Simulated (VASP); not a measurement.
Al, 1 atom in the cell. It takes space group Pm-3m (No. 221, cubic). Conventional cell: a = 2.771 Å, b = 2.771 Å, c = 2.771 Å, α = 90.00°, β = 90.00°, γ = 90.00°. Al (site symmetry m-3m) has 6 Al at 2.77 Å within 3.7 Å.  This cell differs from its parent crystal: volume scaled by 1.08.

- Program: VASP 6.6.1
- Task: single point
- Functional: PBEsol
- Potentials or basis: VASP PAW PBE potentials, release 64 (Al)
- Cutoff: 520 eV
- k mesh: 13 × 13 × 13
- Occupations: fermi-dirac, width 0.1 eV
- Spin: no spin polarisation
- Dipole correction: no
- Further INCAR settings: ALGO = Normal; EDIFF = 1e-06; NBANDS = 8

Potentials or basis: VASP PAW PBE potentials, release 64 (Al).

Launch:

```bash
$ cat potpaw_PBE.64/Al/POTCAR > POTCAR
$ mpirun -np 1 vasp_std > vasp.out
```

Hardware: 1 thread of Intel Xeon 6975P-C, with other jobs on the host.

Problem. How long does it take, and how much memory?

Solution. Wall time 4.7 s on 1 thread of Intel Xeon 6975P-C, on a shared host, peak memory 0.14 GiB. Counts: scf iterations 9, k points 84.
